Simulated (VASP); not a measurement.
The system is In3GaP4.

```
Ga P In
1.0
     3.92535    0.00000    0.00000
     0.00000    3.92535    0.00000
     0.00000    0.00000   11.10256
Ga P In
1 4 3
Direct
  0.00000 0.00000 0.00000
  0.00000 0.50000 0.12500
  0.50000 0.00000 0.37500
  0.00000 0.50000 0.62500
  0.50000 0.00000 0.87500
  0.50000 0.50000 0.25000
  0.00000 0.00000 0.50000
  0.50000 0.50000 0.75000
```

```yaml
Program: VASP 6.6.1
Task: relaxation of cell and atoms
Functional: PBE
Potentials_or_basis: VASP PAW PBE potentials, release 64 (Ga_d, P, In_d)
Cutoff: 600 eV
k_mesh: 6 × 6 × 2
Occupations: fermi-dirac, width 0.02 eV
Spin: no spin polarisation
```

At the start: pressure 14.9 GPa; volume 21.38 Å³/atom.

Question: Where does the relaxation end?

Answer: Over 16 steps the energy falls by 180.6 meV/atom and the volume is 24.98 Å³/atom (+16.8 %); space group P-4m2 (No. 115, to 0.05 Å).

Step by step:
```tsv
step	energy change (eV)	largest force (eV/Å)	pressure (GPa)	volume (Å³)
1	0.0000	1.8944	14.94	171.07
2	-0.8921	0.3916	-5.45	225.33
3	-1.3357	0.5970	-0.39	202.12
4	-1.3355	0.6150	-0.18	201.46
5	-1.3749	0.4241	-0.05	200.68
6	-1.4197	0.3081	0.47	198.46
7	-1.4373	0.1908	-0.33	200.84
8	-1.4377	0.1707	-0.47	201.27
9	-1.4442	0.0467	0.22	199.05
10	-1.4446	0.0389	0.08	199.50
11	-1.4448	0.0116	-0.04	199.89
12	-1.4448	0.0105	-0.02	199.81
13	-1.4449	0.0067	0.01	199.73
14	-1.4449	0.0076	0.02	199.71
15	-1.4449	0.0057	0.00	199.77
16	-1.4449	0.0046	-0.01	199.80
```

Final structure:
```cif
data_structure
_symmetry_space_group_name_H-M 'P 1'
_symmetry_Int_Tables_number 1
_cell_length_a 4.1281
_cell_length_b 4.1281
_cell_length_c 11.7246
_cell_angle_alpha 90.000
_cell_angle_beta 90.000
_cell_angle_gamma 90.000
_cell_volume 199.80
loop_
_atom_site_label
_atom_site_type_symbol
_atom_site_fract_x
_atom_site_fract_y
_atom_site_fract_z
_atom_site_occupancy
Ga1 Ga 0.00000 0.00000 0.00000 1
P1 P 0.00000 0.50000 0.11047 1
P2 P 0.50000 0.00000 0.37035 1
P3 P 0.00000 0.50000 0.62965 1
P4 P 0.50000 0.00000 0.88953 1
In1 In 0.50000 0.50000 0.24084 1
In2 In 0.00000 0.00000 0.50000 1
In3 In 0.50000 0.50000 0.75916 1
```

Caveat: the volume moved by over 15 % at a fixed basis, so the end points are rough; spin-orbit coupling is left out, which moves the levels of the heavy elements.
